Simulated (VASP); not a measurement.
# Ru (P6_3/mmc) in VASP: single point with LDA

Aim: the single point of Ru with LDA.

All numbers are computed with VASP 6.6.1; they aren't measurements. Logs are shortened: lines on timing, memory, paths and dates and some standing lists are left out, and cuts for length are marked.

**1. The cell of the first run**

Symmetry: P6_3/mmc, No. 194, hexagonal system. Conventional cell: a = 2.294 Å, b = 2.294 Å, c = 3.677 Å, α = 90.00°, β = 90.00°, γ = 120.00°. Within 3.0 Å of Ru (site symmetry -6m2) lie 12 Ru at 2.27 to 2.29 Å.

**2. Single point, LDA (8.37 Å³/atom)**

INCAR reads:

```
SYSTEM = Ru
PREC = Accurate ; ENCUT = 560
EDIFF = 1E-6 ; ISMEAR = -1
SIGMA = 0.05 ; LREAL = .FALSE.
LASPH = .TRUE. ; NELM = 120
ALGO = Normal ; ISIF = 2
LWAVE = .FALSE. ; LCHARG = .TRUE.
GGA = CA ; LELF = .TRUE.
LVHAR = .TRUE. ; NBANDS = 23
GGA_COMPAT = .FALSE.
```

KPOINTS reads:

```
regular mesh
0
G
  18 18 10
  0 0 0
```

POSCAR reads:

```
Ru
1.0
    2.2935126633      0.0000000000      0.0000000000
   -1.1467563316      1.9862402303      0.0000000000
    0.0000000000      0.0000000000      3.6767592513
Ru
2
Direct
    0.3333333333      0.6666666667      0.2500000000
    0.6666666667      0.3333333333      0.7500000000
```

Potentials or basis: VASP PAW LDA potentials, release 64 (Ru_sv).

Launch:

```sh
$ cat potpaw_LDA.64/Ru_sv/POTCAR > POTCAR
$ mpirun -np 1 vasp_std > vasp.out
```

OUTCAR:

```text
SYSTEM = Ru
   PREC = Accurate
   ENCUT = 560
   EDIFF = 1E-6
   ISMEAR = -1
   LREAL = .FALSE.
   LASPH = .TRUE.
   NELM = 120
   ISIF = 2
   GGA = CA

 ion  position               nearest neighbor table
   1  0.333  0.667  0.250-   2 2.27   2 2.27   2 2.27   2 2.27   2 2.27   2 2.27
   2  0.667  0.333  0.750-   1 2.27   1 2.27   1 2.27   1 2.27   1 2.27   1 2.27

  LATTYP: Found a hexagonal cell.
 ALAT       =     2.2935126633
 C/A-ratio  =     1.6031126883

  Lattice vectors:

 A1 = (   2.2935126633,   0.0000000000,   0.0000000000)
 A2 = (  -1.1467563316,   1.9862402303,   0.0000000000)
 A3 = (   0.0000000000,   0.0000000000,   3.6767592513)

Analysis of symmetry for initial positions (statically):
=====================================================================
 Subroutine PRICEL returns:
 Original cell was already a primitive cell.

 Routine SETGRP: Setting up the symmetry group for a
 hexagonal supercell.

 Subroutine GETGRP returns: Found 24 space group operations
 (whereof 12 operations were pure point group operations)
 out of a pool of 24 trial point group operations.

The static configuration has the point symmetry D_3d.
 The point group associated with its full space group is D_6h.

Analysis of symmetry for dynamics (positions and initial velocities):
=====================================================================
 Subroutine PRICEL returns:
 Original cell was already a primitive cell.

 Routine SETGRP: Setting up the symmetry group for a
 hexagonal supercell.

 Subroutine GETGRP returns: Found 24 space group operations
 (whereof 12 operations were pure point group operations)
 out of a pool of 24 trial point group operations.

The dynamic configuration has the point symmetry D_3d.
 The point group associated with its full space group is D_6h.

 Subroutine INISYM returns: Found 24 space group operations
 (whereof 12 operations are pure point group operations),
 and found     1 'primitive' translations

----------------------------------------------------------------------------------------

                                     Primitive cell

  volume of cell :      16.7494

  direct lattice vectors                    reciprocal lattice vectors
     2.293512663  0.000000000  0.000000000     0.436012417  0.251731886  0.000000000
    -1.146756332  1.986240230  0.000000000     0.000000000  0.503463773  0.000000000
     0.000000000  0.000000000  3.676759251     0.000000000  0.000000000  0.271978645

  length of vectors
     2.293512663  2.293512663  3.676759251     0.503463773  0.503463773  0.271978645

  position of ions in fractional coordinates (direct lattice)
     0.333333333  0.666666667  0.250000000
     0.666666667  0.333333333  0.750000000

  ion indices of the primitive-cell ions
   primitive index   ion index
                 1           1
                 2           2

----------------------------------------------------------------------------------------

 KPOINTS: regular mesh

Automatic generation of k-mesh.
 Grid dimensions read from file:
 generate k-points for:   18   18   10

 Generating k-lattice:

  Cartesian coordinates                     Fractional coordinates (reciprocal lattice)
     0.024222912  0.013985105  0.000000000     0.055555556 -0.000000000  0.000000000
     0.000000000  0.027970210  0.000000000     0.000000000  0.055555556  0.000000000
     0.000000000  0.000000000  0.027197865     0.000000000  0.000000000  0.100000000

  Length of vectors
     0.027970210  0.027970210  0.027197865

  Shift w.r.t. Gamma in fractional coordinates (k-lattice)
     0.000000000  0.000000000  0.000000000

 Subroutine IBZKPT returns following result:
 ===========================================

 Found    222 irreducible k-points:

 Following reciprocal coordinates:
            Coordinates               Weight
  0.000000  0.000000  0.000000      1.000000
  0.055556 -0.000000  0.000000      6.000000
  0.111111 -0.000000  0.000000      6.000000
  0.166667 -0.000000  0.000000      6.000000
  0.222222 -0.000000  0.000000      6.000000
  0.277778 -0.000000  0.000000      6.000000
[... 16 lines left out ...]
  0.333333  0.111111  0.000000     12.000000
  0.388889  0.111111  0.000000     12.000000
 [... further k-points ...]
   k-points           NKPTS =    222   k-points in BZ     NKDIM =    222   number of bands    NBANDS=     23
   number of dos      NEDOS =    301   number of ions     NIONS =      2
   total plane-waves  NPLWV =   9072
   dimension x,y,z NGX =    18 NGY =   18 NGZ =   28
   dimension x,y,z NGXF=    36 NGYF=   36 NGZF=   56
   ions per type =               2
   NGX,Y,Z   is equivalent  to a cutoff of  13.05, 13.05, 12.66 a.u.
   NGXF,Y,Z  is equivalent  to a cutoff of  26.09, 26.09, 25.32 a.u.
 SYSTEM =  Ru
   PREC   = accura    normal or accurate (medium, high low for compatibility)
   ISTART =      0    job   : 0-new  1-cont  2-samecut
   ICHARG =      2    charge: 1-file 2-atom 10-const
   ISPIN  =      1    spin polarized calculation?
   LNONCOLLINEAR =      F non collinear calculations
   LSORBIT =      F    spin-orbit coupling
   LASPH  =      T    aspherical Exc in radial PAW
   ENCUT  =  560.0 eV  41.16 Ry    6.42 a.u.   4.43  4.43  7.09*2*pi/ulx,y,z
   NELM   =    120;   NELMIN=  2; NELMDL= -5     # of ELM steps
   EDIFF  = 0.1E-05   stopping-criterion for ELM
   LREAL  =      F    real-space projection
   EDIFFG = 0.1E-04   stopping-criterion for IOM
   NSW    =      0    number of steps for IOM
   IBRION =     -1    ionic relax: 0-MD 1-quasi-New 2-CG
   NFREE  =      0    steps in history (QN), initial steepest desc. (CG)
   ISIF   =      2    stress and relaxation
   ISYM   =      2    0-nonsym 1-usesym 2-fastsym
   POTIM  = 0.5000    time-step for ionic-motion
   TEBEG  =    0.0;   TEEND  =   0.0 temperature during run
   PSTRESS=    0.0 pullay stress
   NELECT =      32.0000    total number of electrons
   NUPDOWN=      -1.0000    fix difference up-down
   EMIN   =  10.00;   EMAX   =-10.00  energy-range for DOS
   EFERMI =   0.00;   METHOD = LEGACY
   ISMEAR =    -1;   SIGMA  =   0.05  broadening in eV -4-tet -1-fermi 0-gaus
   EFERMI_NEDOS =   21; number of points for ismear=-14 and -15
   IALGO  =     38    algorithm
   IMIX   =      4    mixing-type and parameters
     AMIX     =   0.40;   BMIX     =  1.00
     AMIX_MAG =   1.60;   BMIX_MAG =  1.00
  volume/ion in A,a.u.               =       8.37        56.52
  Fermi-wavevector in a.u.,A,eV,Ry     =   2.031384  3.838760 56.144750  4.126523
  Thomas-Fermi vector in A             =   3.039135
   LORBIT       =      0    0 simple, 1 ext, 2 COOP (PROOUT), +10 PAW based schemes
   GGA     = CA    functional components
   LHFCALC =     F    Hartree Fock is set to
   AEXX    =    0.0000 exact exchange contribution
   IVDW    =     0    specifies the selected vdW correction
   LEPSILON=     F    determine dielectric tensor
   LRPA    =     F    only Hartree local field effects (RPA)
 non-spin polarized calculation
  energy-cutoff  :      560.00
  volume of cell :       16.75
 maximum number of plane-waves:       537
 NGX is ok and might be reduce to    18
   NGX =  9   NGY =  9   NGZ = 15

 number of electron      31.9999986 magnetization

 Free energy of the ion-electron system (eV)
  ---------------------------------------------------
  ext. energy  EPLUGINS =         0.00000000
  ---------------------------------------------------
  free energy    TOTEN  =       -12.47331524 eV

  energy without entropy =      -12.46642012  energy(sigma->0) =      -12.46986768

 E-fermi :  27.4695     XC(G=0): -17.7439

 val. band max:       27.4650247542   @ k =   0.2222   0.1111   0.1000
 cond. band min:      27.5094003011   @ k =   0.0556   0.0556   0.4000
 fundamental gap:      0.0443755468
 Fermi energy:        27.4695146578

 k-point     1 :       0.0000    0.0000    0.0000
  band No.  band energies     occupation
      1     -47.3872      2.00000
      2     -46.1028      2.00000
      3     -19.5789      2.00000
      4     -15.4871      2.00000
      5     -15.4871      2.00000
      6     -14.8432      2.00000
[... 15 lines left out ...]
     22      43.2695      0.00000
     23      43.8382      0.00000

 k-point     2 :       0.0556   -0.0000    0.0000
  band No.  band energies     occupation
      1     -47.3581      2.00000
      2     -46.0890      2.00000
      3     -19.5360      2.00000
      4     -15.6044      2.00000
      5     -15.5246      2.00000
      6     -14.9576      2.00000
[... 15 lines left out ...]
     22      43.5495      0.00000
     23      44.1188      0.00000

 k-point     3 :       0.1111   -0.0000    0.0000
  band No.  band energies     occupation
      1     -47.2731      2.00000
      2     -46.0496      2.00000
      3     -19.4095      2.00000
      4     -15.9381      2.00000
      5     -15.6293      2.00000
      6     -15.2805      2.00000
[... 15 lines left out ...]
     22      44.1512      0.00000
     23      44.8585      0.00000

 k-point     4 :       0.1667   -0.0000    0.0000
  band No.  band energies     occupation
      1     -47.1391      2.00000
      2     -45.9911      2.00000
      3     -19.2057      2.00000
      4     -16.4378      2.00000
      5     -15.7818      2.00000
      6     -15.7586      2.00000
[... 15 lines left out ...]
     22      44.9083      0.00000
     23      45.5173      0.00000

 k-point     5 :       0.2222   -0.0000    0.0000
  band No.  band energies     occupation
      1     -46.9670      2.00000
      2     -45.9232      2.00000
      3     -18.9350      2.00000
      4     -17.0329      2.00000
      5     -16.3211      2.00000
      6     -15.9591      2.00000
[... 434 lines left out ...]
 k-point    22 :       0.2778    0.1111    0.0000
  band No.  band energies     occupation
      1     -46.5185      2.00000
      2     -45.7965      2.00000
      3     -18.1634      2.00000
      4     -18.1386      2.00000
      5     -17.5324      2.00000
      6     -16.4146      2.00000
[... 15 lines left out ...]
     22      44.0626      0.00000
     23      45.4615      0.00000

 k-point    23 :       0.3333    0.1111    0.0000
  band No.  band energies     occupation
      1     -46.3437      2.00000
      2     -45.7769      2.00000
      3     -18.5571      2.00000
      4     -17.8256      2.00000
      5     -17.8217      2.00000
      6     -16.6202      2.00000
[... 15 lines left out ...]
     22      43.8062      0.00000
     23      45.0289      0.00000

 k-point    24 :       0.3889    0.1111    0.0000
  band No.  band energies     occupation
      1     -46.2122      2.00000
      2     -45.7800      2.00000
      3     -18.8262      2.00000
      4     -18.0164      2.00000
      5     -17.5394      2.00000
      6     -16.7506      2.00000
[... 15 lines left out ...]
     22      43.6422      0.00000
     23      43.9628      0.00000

 [... further k-points ...]
[... 5 lines left out ...]
  --------------------------------------------------------------------------------------
  -------------------------------------------------------------------------------------
  Total       47.2054239     47.2054239     47.2124750      0.0000000      0.0000000      0.0000000
  in kB     4515.4846906   4515.4846905   4516.1591737      0.0000001      0.0000000      0.0000000
  external PRESSURE =    4515.7095183 kB  Pullay stress =       0.0000000 kB

 VOLUME and BASIS-vectors are now :
 -----------------------------------------------------------------------------
  energy-cutoff  :      560.00
  volume of cell :       16.75
      direct lattice vectors                 reciprocal lattice vectors
     2.293512663  0.000000000  0.000000000     0.436012417  0.251731886  0.000000000
    -1.146756332  1.986240230  0.000000000     0.000000000  0.503463773  0.000000000
     0.000000000  0.000000000  3.676759251     0.000000000  0.000000000  0.271978645

 POSITION                                       TOTAL-FORCE (eV/Angst)
 -----------------------------------------------------------------------------------
     -0.00000      1.32416      0.91919         0.000000      0.000000      0.000000
      1.14676      0.66208      2.75757        -0.000000      0.000000      0.000000
 -----------------------------------------------------------------------------------
    total drift:                               -0.000000      0.000000     -0.000000

  FREE ENERGIE OF THE ION-ELECTRON SYSTEM (eV)
  ---------------------------------------------------
  free  energy   TOTEN  =       -12.4733152371 eV

  energy  without entropy=      -12.4664201207  energy(sigma->0) =      -12.46986768
```

It took 43 s on 1 thread of Intel Xeon Platinum 8488C (Sapphire Rapids), shared host; peak memory 0.18 GiB.

What came out:

```
Free energy            : -12.4733 eV
Pressure               : 451.6 GPa
Band gap on the k mesh : zero (bands 16 and 17 overlap by 6.62 eV)
```

Caveat: the cell stands under pressure.

The gap in the log of VASP goes by the Fermi energy; the results here count the filled bands.